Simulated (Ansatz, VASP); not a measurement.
Two plane-wave programs on InP

Contents of INCAR:

```
PREC = Accurate ; ENCUT = 520
EDIFF = 1E-6 ; ISMEAR = 0
SIGMA = 0.01 ; LREAL = F
LASPH = T ; NELM = 100
ALGO = Normal ; ISIF = 2
LWAVE = F ; LCHARG = F
GGA = PS ; NBANDS = 16
```

Contents of KPOINTS:

```
regular mesh
0
Gamma
  6 6 6
```

File POSCAR:

```
InP
1.0
    0.0000000000      2.9816980984      2.9816980984
    2.9816980984      0.0000000000      2.9816980984
    2.9816980984      2.9816980984      0.0000000000
In P
1 1
Direct
    0.0000000000      0.0000000000      0.0000000000
    0.2500000000      0.2500000000      0.2500000000
```

Input for Ansatz:

```yaml
crystal:
  lattice:
    - [0.0, 2.9816980984253614, 2.9816980984253614]
    - [2.9816980984253614, 0.0, 2.9816980984253614]
    - [2.9816980984253614, 2.9816980984253614, 0.0]
  atoms:
    - { symbol: In, position: [0.0, 0.0, 0.0] }
    - { symbol: P, position: [0.25, 0.25, 0.25] }
basis:
  ecutwfc: 462.593566181796
kpoints:
  mp_grid:
    grid: [6, 6, 6]
hamiltonian:
  xc: pbesol
  pseudopotentials:
    kind: paw
scf:
  occupations:
    method: fixed
output:
  stress: true
```

Alike in both runs: task single point; functional PBEsol; k mesh 6 × 6 × 6; no spin polarisation.

```csv
,VASP,Ansatz
version,VASP 6.6.1,Ansatz 0.2.0
potentials or method,"VASP PAW PBE potentials, release 64 (In_d, P), cutoff 520 eV","plane waves, PAW"
occupations,"gaussian, width 0.01 eV",fixed
valence electrons in the cell,18,18
```

```csv
,VASP,Ansatz,Ansatz less VASP
pressure (GPa),-2.6,-2.6,+0.01
```

VASP's potentials were made for PBE, not for PBEsol.
